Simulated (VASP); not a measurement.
# MgI2 (P-1) in VASP: notebook, part 2 of 2

VASP 6.6.1.

## (3) Electric field gradients, PBEsol (equal xy, yz and zx shear strains of +1 %)

File INCAR:

```
SYSTEM = MgI2
PREC     = Accurate       ! precision mode
ENCUT    = 520            ! plane-wave cutoff, eV
EDIFF    = 1E-8           ! SCF threshold, eV
ISMEAR   = -1             ! smearing method
SIGMA    = 0.03           ! smearing width, eV
LREAL    = .False.        ! projectors in reciprocal space
LASPH    = .True.         ! aspherical terms in the spheres
NELM     = 60             ! most SCF steps
ALGO     = Normal         ! electronic algorithm
ISIF     = 2              ! what is computed and relaxed
LWAVE    = .False.        ! write WAVECAR
LCHARG   = .False.        ! write CHGCAR
GGA      = PS             ! functional
LEFG     = .True.       
NBANDS   = 15             ! bands
```

File KPOINTS:

```
regular mesh
0
Gamma
  7 7 4
  0 0 0
```

File POSCAR:

```
MgI2
1.0
    4.1537001214      0.0207685006      0.0207685006
   -2.0588640116      3.5868255745      0.0076017988
    0.0343100000      0.0343100000      6.8620000000
Mg I
1 2
Direct
    0.0000000000      0.0000000000      0.0000000000
    0.3333333333      0.6666666667      0.7576300000
    0.6666666667      0.3333333333      0.2423700000
```

Potentials or basis: VASP PAW PBE potentials, release 64 (Mg, I).

Run with:

```bash
> cat potpaw_PBE.64/Mg/POTCAR potpaw_PBE.64/I/POTCAR > POTCAR
> mpirun -np 1 vasp_std > vasp.out
```

OUTCAR:

```text
SYSTEM = MgI2
   PREC = Accurate
   ENCUT = 520
   EDIFF = 1E-8
   ISMEAR = -1
   LREAL = .False.
   LASPH = .True.
   NELM = 60
   ISIF = 2
   GGA = PS

 ion  position               nearest neighbor table
   1  0.000  0.000  0.000-   2 2.90   3 2.90   3 2.90   2 2.90   3 2.95   2 2.95
   2  0.333  0.667  0.758-   1 2.90   1 2.90   1 2.95
   3  0.667  0.333  0.242-   1 2.90   1 2.90   1 2.95

  LATTYP: Found a triclinic cell.
 ALAT       =     4.1717955620
 B/A-ratio  =     0.9913558883
 C/A-ratio  =     1.6448964111
 COS(alpha) =     0.0036852528
 COS(beta)  =     0.0136346634
 COS(gamma) =     0.5000188430

  Lattice vectors:

 A1 = (   2.0948361098,   3.6075940751,   0.0283702994)
 A2 = (  -2.0588640116,   3.5868255745,   0.0076017988)
 A3 = (   0.0343100000,   0.0343100000,   6.8620000000)

Analysis of symmetry for initial positions (statically):
=====================================================================
 Subroutine PRICEL returns:
 Original cell was already a primitive cell.

 Routine SETGRP: Setting up the symmetry group for a
 triclinic supercell.

 Subroutine GETGRP returns: Found  2 space group operations
 (whereof  2 operations were pure point group operations)
 out of a pool of  2 trial point group operations.

The static configuration has the point symmetry S_2 .

Analysis of symmetry for dynamics (positions and initial velocities):
=====================================================================
 Subroutine PRICEL returns:
 Original cell was already a primitive cell.

 Routine SETGRP: Setting up the symmetry group for a
 triclinic supercell.

 Subroutine GETGRP returns: Found  2 space group operations
 (whereof  2 operations were pure point group operations)
 out of a pool of  2 trial point group operations.

The dynamic configuration has the point symmetry S_2 .

 Subroutine INISYM returns: Found  2 space group operations
 (whereof  2 operations are pure point group operations),
 and found     1 'primitive' translations

----------------------------------------------------------------------------------------

                                     Primitive cell

  volume of cell :     102.5225

  direct lattice vectors                    reciprocal lattice vectors
     4.153700121  0.020768501  0.020768501     0.240069623  0.137805717 -0.001889377
    -2.058864012  3.586825575  0.007601799    -0.001383120  0.278007067 -0.001383120
     0.034310000  0.034310000  6.862000000    -0.000725061 -0.000725061  0.145737358

  length of vectors
     4.153803963  4.135734095  6.862171548     0.276816562  0.278013948  0.145740966

  position of ions in fractional coordinates (direct lattice)
     0.000000000  0.000000000  0.000000000
     0.333333333  0.666666667  0.757630000
     0.666666667  0.333333333  0.242370000

  ion indices of the primitive-cell ions
   primitive index   ion index
                 1           1
                 2           2
                 3           3

----------------------------------------------------------------------------------------
[... 87 lines left out ...]
   IALGO  =     38    algorithm
   IMIX   =      4    mixing-type and parameters
     AMIX     =   0.40;   BMIX     =  1.00
     AMIX_MAG =   1.60;   BMIX_MAG =  1.00
  volume/ion in A,a.u.               =      34.17       230.62
  Fermi-wavevector in a.u.,A,eV,Ry     =   0.881404  1.665612 10.570003  0.776873
  Thomas-Fermi vector in A             =   2.001896
   LORBIT       =      0    0 simple, 1 ext, 2 COOP (PROOUT), +10 PAW based schemes
   GGA     = PS    functional components
   LHFCALC =     F    Hartree Fock is set to
   AEXX    =    0.0000 exact exchange contribution
   IVDW    =     0    specifies the selected vdW correction
   LEPSILON=     F    determine dielectric tensor
   LRPA    =     F    only Hartree local field effects (RPA)
 non-spin polarized calculation
  energy-cutoff  :      520.00
  volume of cell :      102.52
 maximum number of plane-waves:      2782
   NGX = 15   NGY = 15   NGZ = 25

 number of electron      16.0000001 magnetization

 Free energy of the ion-electron system (eV)
  ---------------------------------------------------
  ext. energy  EPLUGINS =         0.00000000
  ---------------------------------------------------
  free energy    TOTEN  =        -8.41860265 eV

  energy without entropy =       -8.41860265  energy(sigma->0) =       -8.41860265

 E-fermi :   2.8629     XC(G=0):  -8.3742

 val. band max:        2.2380552772   @ k =   0.0000   0.0000   0.0000
 cond. band min:       5.6763630349   @ k =  -0.4286   0.4286   0.2500
 fundamental gap:      3.4383077577
 Fermi energy:         2.8628568754

 k-point     1 :       0.0000    0.0000    0.0000
  band No.  band energies     occupation
      1      -9.8994      2.00000
      2      -9.1793      2.00000
      3      -1.3578      2.00000
      4       1.7375      2.00000
      5       1.7720      2.00000
      6       2.1267      2.00000
      7       2.1586      2.00000
      8       2.2381      2.00000
      9       5.8061      0.00000
     10       6.8562      0.00000
     11       8.7784      0.00000
     12       8.9369      0.00000
     13       9.6197      0.00000
     14      10.2576      0.00000
[... 401 lines left out ...]
      2      -8.9523      2.00000
      3      -1.0299      2.00000
      4      -0.3912      2.00000
      5       0.0630      2.00000
      6       0.7762      2.00000
      7       1.3392      2.00000
      8       1.6655      2.00000
      9       6.4397      0.00000
     10       8.1350      0.00000
     11       8.2597      0.00000
     12       9.0629      0.00000
     13       9.7727      0.00000
     14      10.0843      0.00000
     15      11.2929      0.00000

 [... further k-points ...]
[... 5 lines left out ...]
  --------------------------------------------------------------------------------------
  -------------------------------------------------------------------------------------
  Total       -0.2236348     -0.1977709      0.0434954     -0.1125936     -0.1028318     -0.1151851
  in kB       -3.4948689     -3.0906783      0.6797275     -1.7595640     -1.6070107     -1.8000627
  external PRESSURE =      -1.9686066 kB  Pullay stress =       0.0000000 kB

 VOLUME and BASIS-vectors are now :
 -----------------------------------------------------------------------------
  energy-cutoff  :      520.00
  volume of cell :      102.52
      direct lattice vectors                 reciprocal lattice vectors
     4.153700121  0.020768501  0.020768501     0.240069623  0.137805717 -0.001889377
    -2.058864012  3.586825575  0.007601799    -0.001383120  0.278007067 -0.001383120
     0.034310000  0.034310000  6.862000000    -0.000725061 -0.000725061  0.145737358

 POSITION                                       TOTAL-FORCE (eV/Angst)
 -----------------------------------------------------------------------------------
      0.00000      0.00000      0.00000        -0.000000      0.000000     -0.000000
      0.03798      2.42413      5.21085         0.029492      0.026394      0.035988
      2.09116      1.21777      1.67952        -0.029492     -0.026394     -0.035988
 -----------------------------------------------------------------------------------
    total drift:                               -0.000000      0.000000     -0.000000

  FREE ENERGIE OF THE ION-ELECTRON SYSTEM (eV)
  ---------------------------------------------------
  free  energy   TOTEN  =        -8.4186026535 eV

  energy  without entropy=       -8.4186026535  energy(sigma->0) =       -8.41860265

 Electric field gradients (V/A^2)
---------------------------------------------------------------------
 ion       V_xx      V_yy      V_zz      V_xy      V_xz      V_yz
---------------------------------------------------------------------
   1       0.496    -0.763     0.267     0.943     1.417     0.748
   2      19.404    29.563   -48.967    -1.800    -2.943     1.378
   3      19.404    29.563   -48.967    -1.800    -2.943     1.378
---------------------------------------------------------------------

 Electric field gradients after diagonalization (V/A^2)
 (convention: |V_zz| > |V_xx| > |V_yy|)
----------------------------------------------------------------------
 ion       V_xx      V_yy      V_zz     asymmetry (V_yy - V_xx)/ V_zz
----------------------------------------------------------------------
   1      -1.267    -1.010     2.277       0.113
   2      29.917    19.198   -49.115       0.218
   3      29.917    19.198   -49.115       0.218
----------------------------------------------------------------------

           NMR quadrupolar parameters

 Cq : quadrupolar parameter    Cq=e*Q*V_zz/h
 eta: asymmetry parameters     (V_yy - V_xx)/ V_zz
 Q  : nuclear electric quadrupole moment in mb (millibarn)
----------------------------------------------------------------------
 ion       Cq(MHz)       eta       Q (mb)
----------------------------------------------------------------------
   1       0.006       0.113       1.000
   2      -0.119       0.218       1.000
   3      -0.119       0.218       1.000
----------------------------------------------------------------------
```

Wall time 2.3 min (1 thread of Intel Xeon Platinum 8259CL at 2.50GHz (Skylake/Cascade Lake), shared host); peak memory 0.33 GiB.

What came out:

| Property | Result |
| --- | --- |
| Free energy | -8.4186 eV |
| Pressure | -0.2 GPa |
| Largest force | 0.053 eV/Å |
| Band gap on the k mesh | 3.44 eV, indirect (least direct gap 3.57 eV) |

Forces on the atoms (eV/Å):
```
Mg   0.000  0.000  0.000
I    0.029  0.026  0.036
I   -0.029 -0.026 -0.036
```

Electric field gradients, principal values (V/Å²):
| atom | least | middle | greatest (by size) |
| --- | --- | --- | --- |
| 1 Mg | -1.010 | -1.267 | 2.277 |
| 2 I | 19.198 | 29.917 | -49.115 |
| 3 I | 19.198 | 29.917 | -49.115 |

Caveat: the cell differs from its parent crystal (equal xy, yz and zx shear strains of +1 %); without QUAD_EFG the Cq values of the log hold for a quadrupole moment of 1 mb, not for the nuclei; the PAW data sets were made with another functional, which shifts forces and pressure a little; spin-orbit coupling is left out, which moves the levels of the heavy elements.
